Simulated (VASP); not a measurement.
# YHSe (P-6m2) in VASP: notebook, part 2 of 2

VASP 6.6.1.

### 3 Single point, LDA (strain +0.080 along x and y, -0.080 along z)

INCAR

```
PREC = Accurate ; ENCUT = 520
EDIFF = 1E-6 ; ISMEAR = 0
SIGMA = 0.05 ; LREAL = F
LASPH = T ; NELM = 60
ALGO = Normal ; ISIF = 2
LWAVE = F ; LCHARG = T
GGA = CA ; LELF = T
LVHAR = T ; NBANDS = 16
```

KPOINTS

```
regular mesh
0
Gamma
  9 9 8
```

POSCAR

```
YHSe
1.0
    4.1482058427      0.0000000000      0.0000000000
   -2.0741029213      3.5924516399      0.0000000000
    0.0000000000      0.0000000000      3.6023055952
Y H Se
1 1 1
Direct
    0.0000000000      0.0000000000      0.0000000000
    0.3333333333      0.6666666667      0.0000000000
    0.6666666667      0.3333333333      0.5000000000
```

Potentials or basis: VASP PAW LDA potentials, release 64 (Y_sv, H, Se).

Launch:

```sh
cat potpaw_LDA.64/Y_sv/POTCAR potpaw_LDA.64/H/POTCAR potpaw_LDA.64/Se/POTCAR > POTCAR
mpirun -np 1 vasp_std > vasp.out
```

OUTCAR:

```text
PREC = Accurate
   ENCUT = 520
   EDIFF = 1E-6
   ISMEAR = 0
   LREAL = F
   LASPH = T
   NELM = 60
   ISIF = 2
   GGA = CA

 ion  position               nearest neighbor table
   1  0.000  0.000  0.000-   2 2.39   2 2.39   2 2.39   3 3.00   3 3.00   3 3.00   3 3.00   3 3.00
                             3 3.00
   2  0.333  0.667  0.000-   1 2.39   1 2.39   1 2.39
   3  0.667  0.333  0.500-   1 3.00   1 3.00   1 3.00   1 3.00   1 3.00   1 3.00

  LATTYP: Found a hexagonal cell.
 ALAT       =     4.1482058427
 C/A-ratio  =     0.8684008778

  Lattice vectors:

 A1 = (   4.1482058427,   0.0000000000,   0.0000000000)
 A2 = (  -2.0741029213,   3.5924516399,   0.0000000000)
 A3 = (   0.0000000000,   0.0000000000,   3.6023055952)

Analysis of symmetry for initial positions (statically):
=====================================================================
 Subroutine PRICEL returns:
 Original cell was already a primitive cell.

 Routine SETGRP: Setting up the symmetry group for a
 hexagonal supercell.

 Subroutine GETGRP returns: Found 12 space group operations
 (whereof 12 operations were pure point group operations)
[... 170 lines left out ...]
 cond. band min:       3.7007367198   @ k =   0.0000   0.0000   0.0000
 fundamental gap:      0.0651829522
 Fermi energy:         3.6681452518

 k-point     1 :       0.0000    0.0000    0.0000
  band No.  band energies     occupation
      1     -38.7819      2.00000
      2     -18.8122      2.00000
      3     -18.8122      2.00000
      4     -18.8086      2.00000
      5      -9.6478      2.00000
      6       0.7160      2.00000
[... 433 lines left out ...]
      3     -18.9039      2.00000
      4     -18.8365      2.00000
      5      -8.9109      2.00000
      6      -0.8759      2.00000
[... 8 lines left out ...]
     15      10.4172      0.00000
     16      11.2704      0.00000

 [... further k-points ...]

------------------------ aborting loop because EDIFF is reached ----------------------------------------

  FORCE on cell =-STRESS in cart. coord.  units (eV):
  Direction    XX          YY          ZZ          XY          YZ          ZX
  --------------------------------------------------------------------------------------
  -------------------------------------------------------------------------------------
  Total       -5.3724484     -5.3724484      1.1517882     -0.0000000      0.0000000      0.0000000
  in kB     -160.3433878   -160.3433878     34.3756911     -0.0000000      0.0000000      0.0000000
  external PRESSURE =     -95.4370282 kB  Pullay stress =       0.0000000 kB

 VOLUME and BASIS-vectors are now :
 -----------------------------------------------------------------------------
  energy-cutoff  :      520.00
  volume of cell :       53.68
      direct lattice vectors                 reciprocal lattice vectors
     4.148205843  0.000000000  0.000000000     0.241068076  0.139180718  0.000000000
    -2.074102921  3.592451640  0.000000000     0.000000000  0.278361437  0.000000000
     0.000000000  0.000000000  3.602305595     0.000000000  0.000000000  0.277599991

 POSITION                                       TOTAL-FORCE (eV/Angst)
 -----------------------------------------------------------------------------------
      0.00000      0.00000      0.00000        -0.000000      0.000000      0.000000
     -0.00000      2.39497      0.00000        -0.000000      0.000000      0.000000
      2.07410      1.19748      1.80115         0.000000      0.000000      0.000000
 -----------------------------------------------------------------------------------
    total drift:                               -0.000000      0.000000      0.000000

  FREE ENERGIE OF THE ION-ELECTRON SYSTEM (eV)
  ---------------------------------------------------
  free  energy   TOTEN  =       -18.7200716763 eV

  energy  without entropy=      -18.7200147482  energy(sigma->0) =      -18.72004321
```

OSZICAR:

```text
N       E                     dE             d eps       ncg     rms          rms(c)
DAV:   1     0.584701738624E+02    0.58470E+02   -0.86886E+03  1920   0.105E+03
DAV:   2    -0.167322045896E+02   -0.75202E+02   -0.71992E+02  2632   0.204E+02
DAV:   3    -0.199574750589E+02   -0.32253E+01   -0.32085E+01  2624   0.343E+01
DAV:   4    -0.200558485904E+02   -0.98374E-01   -0.98359E-01  2536   0.569E+00
DAV:   5    -0.200577013407E+02   -0.18528E-02   -0.18527E-02  2576   0.614E-01    0.237E+01
DAV:   6    -0.188699986368E+02    0.11877E+01   -0.18456E+00  2256   0.683E+00    0.184E+01
DAV:   7    -0.187371274810E+02    0.13287E+00   -0.99876E-01  2624   0.487E+00    0.700E+00
DAV:   8    -0.187265887661E+02    0.10539E-01   -0.24756E-01  2184   0.248E+00    0.410E-01
DAV:   9    -0.187206109359E+02    0.59778E-02   -0.34029E-02  2080   0.905E-01    0.258E-01
DAV:  10    -0.187202162866E+02    0.39465E-03   -0.53188E-03  2128   0.383E-01    0.229E-01
DAV:  11    -0.187201091100E+02    0.10718E-03   -0.36893E-04  2432   0.128E-01    0.675E-02
DAV:  12    -0.187200718766E+02    0.37233E-04   -0.20029E-04  2264   0.657E-02    0.146E-02
DAV:  13    -0.187200716763E+02    0.20023E-06   -0.72150E-06  2352   0.182E-02
   1 F= -.18720072E+02 E0= -.18720043E+02  d E =-.569281E-04
```

It took 21 s on 1 thread of Intel Xeon Platinum 8488C (Sapphire Rapids), shared host; peak memory 0.21 GiB.

Results:

- Free energy: -18.7201 eV
- Pressure: -9.5 GPa
- Band gap on the k mesh: 0.07 eV (least direct gap 0.98 eV)

Caveat: the cell differs from its parent crystal (strain +0.080 along x and y, -0.080 along z); the stress differs along the axes, from -16 to 3 GPa; semilocal functionals underestimate gaps, and a narrow one can read as zero. A k mesh can miss the band edges.

### 4 Single point, LDA (strain +0.000 along x and y, +0.080 along z)

INCAR

```
SYSTEM = YHSe
ALGO = Normal ; EDIFF = 1E-7
ENCUT = 520 ; GGA = CA
ISIF = 2 ; ISMEAR = 0
LASPH = .TRUE. ; LCHARG = .FALSE.
LREAL = .FALSE. ; LWAVE = .FALSE.
NBANDS = 16 ; NELM = 60
PREC = Accurate ; SIGMA = 0.05
```

KPOINTS

```
k-points
0
G
  9 9 8
  0 0 0
```

POSCAR

```
YHSe
1.0
    3.8409313358      0.0000000000      0.0000000000
   -1.9204656679      3.3263441110      0.0000000000
    0.0000000000      0.0000000000      4.2287935248
Y H Se
1 1 1
Direct
    0.0000000000      0.0000000000      0.0000000000
    0.3333333333      0.6666666667      0.0000000000
    0.6666666667      0.3333333333      0.5000000000
```

Launch:

```sh
cat potpaw_LDA.64/Y_sv/POTCAR potpaw_LDA.64/H/POTCAR potpaw_LDA.64/Se/POTCAR > POTCAR
mpirun -np 1 vasp_std > vasp.out
```

Wall time 28 s (1 thread of Intel Xeon Platinum 8488C (Sapphire Rapids), shared host); peak memory 0.21 GiB.

It converged, with:

```
Free energy            : -18.9468 eV
Pressure               : -9.9 GPa
Band gap on the k mesh : 1.96 eV (least direct gap 2.03 eV)
```

Stress tensor (GPa, compression positive):
```
 -6.40   0.00   0.00
  0.00  -6.40   0.00
  0.00   0.00 -16.92
```

Levels at points of the mesh, in eV from the valence-band top:
| k point | band 7 | band 8 | band 9 | band 10 | band 11 | band 12 |
| --- | --- | --- | --- | --- | --- | --- |
| (0.00, 0.00, 0.00) | -1.64 | -0.67 | -0.67 | 2.19 | 3.60 | 3.60 |
| (0.00, 0.00, 0.50) | -0.32 | -0.32 | 0.00 | 2.03 | 2.03 | 4.09 |

Caveat: the cell differs from its parent crystal (strain +0.000 along x and y, +0.080 along z); the stress differs along the axes, from -17 to -6 GPa.

### 5 Single point, LDA (strain +0.080 along x and y, +0.000 along z)

INCAR

```
SYSTEM = YHSe
ALGO = Normal ; EDIFF = 1E-7
ENCUT = 520 ; ISIF = 2
ISMEAR = 0 ; LASPH = .TRUE.
LCHARG = .TRUE. ; LELF = .TRUE.
LREAL = .FALSE. ; LVHAR = .TRUE.
LWAVE = .FALSE. ; NBANDS = 16
NELM = 80 ; PREC = Accurate
SIGMA = 0.05
```

KPOINTS is that of step 4.

POSCAR

```
YHSe
1.0
    4.1482058427      0.0000000000      0.0000000000
   -2.0741029213      3.5924516399      0.0000000000
    0.0000000000      0.0000000000      3.9155495600
Y H Se
1 1 1
Direct
    0.0000000000      0.0000000000      0.0000000000
    0.3333333333      0.6666666667      0.0000000000
    0.6666666667      0.3333333333      0.5000000000
```

Launch:

```sh
cat potpaw_LDA.64/Y_sv/POTCAR potpaw_LDA.64/H/POTCAR potpaw_LDA.64/Se/POTCAR > POTCAR
mpirun -np 1 vasp_std > vasp.out
```

Run time: 24 s. Hardware: 1 thread of Intel Xeon Platinum 8488C (Sapphire Rapids), shared host; peak memory 0.22 GiB.

It converged, with:

* Free energy: -18.6423 eV
* Pressure: -13.5 GPa
* Band gap on the k mesh: 0.66 eV (least direct gap 1.58 eV)

Stress tensor (GPa, compression positive):
```
-16.25   0.00   0.00
  0.00 -16.25   0.00
  0.00   0.00  -8.00
```

Levels at points of the mesh, in eV from the valence-band top:
| k point | band 5 | band 6 | band 7 | band 8 | band 9 | band 10 | band 11 | band 12 | band 13 | band 14 |
| --- | --- | --- | --- | --- | --- | --- | --- | --- | --- | --- |
| (0.00, 0.00, 0.00) | -12.82 | -3.09 | -1.86 | -1.86 | -1.35 | 0.66 | 3.28 | 3.28 | 3.36 | 3.36 |
| (0.00, 0.00, 0.50) | -12.20 | -5.60 | -1.48 | -1.48 | 0.00 | 1.58 | 1.58 | 2.97 | 2.97 | 4.00 |

Caveat: the cell differs from its parent crystal (strain +0.080 along x and y, +0.000 along z); the stress differs along the axes, from -16 to -8 GPa; semilocal functionals underestimate gaps, and a narrow one can read as zero. A k mesh can miss the band edges.

### 6 The runs side by side

```tsv
cell	gap on the mesh (eV)	pressure (GPa)
a = 3.687, b = 3.687, c = 4.229 Å, angles 90.0, 90.0, 120.0°, 3 atoms	1.93	-4.5
a = 4.148, b = 4.148, c = 3.602 Å, angles 90.0, 90.0, 120.0°, 3 atoms	0.07	-9.5
a = 3.841, b = 3.841, c = 4.229 Å, angles 90.0, 90.0, 120.0°, 3 atoms	1.96	-9.9
a = 4.148, b = 4.148, c = 3.916 Å, angles 90.0, 90.0, 120.0°, 3 atoms	0.66	-13.5
```

Alike in all rows: task single point; level LDA; potentials or basis VASP PAW LDA potentials, release 64 (Y_sv, H, Se); no spin polarisation; k mesh 9 × 9 × 8; cutoff (eV) 520; smearing gaussian 0.05 eV.

Caveats: semilocal functionals underestimate gaps, and a narrow one can read as zero (at least some runs); the stress differs along the axes, from -17 to 2 GPa (at least some runs); the stress differs along the axes, from -16 to 3 GPa (at least some runs); the stress differs along the axes, from -17 to -6 GPa (at least some runs); the stress differs along the axes, from -16 to -8 GPa (at least some runs).

Absolute energies hang on the potentials; compare differences alone.
